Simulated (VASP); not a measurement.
Runs of VASP 6.6.1 on Ta3Ti. The structure is that of space group Fm-3m (No. 225), or close to it. The cells are those of the table. The cell was built from a structure type or drawn by symmetry, and may not be a known phase.

```tsv
task	spin	cell	k mesh	cutoff (eV)	gap on the mesh (eV)	pressure (GPa)
single point	off	a = 4.668 Å, angles 60.0°, 4 atoms	6 × 6 × 6	520	none	(a)
single point	collinear	a = 4.668 Å, angles 60.0°, 4 atoms	4 × 4 × 4	520	none	-0.5
single point	off	a = 4.426 Å, angles 60.0°, 4 atoms	6 × 6 × 6	520	none	35.7
relaxation of cell and atoms	off	relaxed from a = 4.426 Å, angles 60.0°, 4 atoms	6 × 6 × 6	600	none	0.0
```

Alike in all rows: level PBE; potentials or basis VASP PAW PBE potentials, release 64 (Ti_sv, Ta_pv); smearing gaussian 0.1 eV.

Q: Estimate the missing entries.

A: (a) 0.1.

Caveats: some runs use coarse meshes; spin-orbit coupling is left out, which moves the levels of the heavy elements; the cell stands under pressure (at least some runs).

A k mesh can miss the band edges, and the runs leave out spin-orbit coupling on Ta.

A gap of «none» marks levels without a gap at the run's occupations.
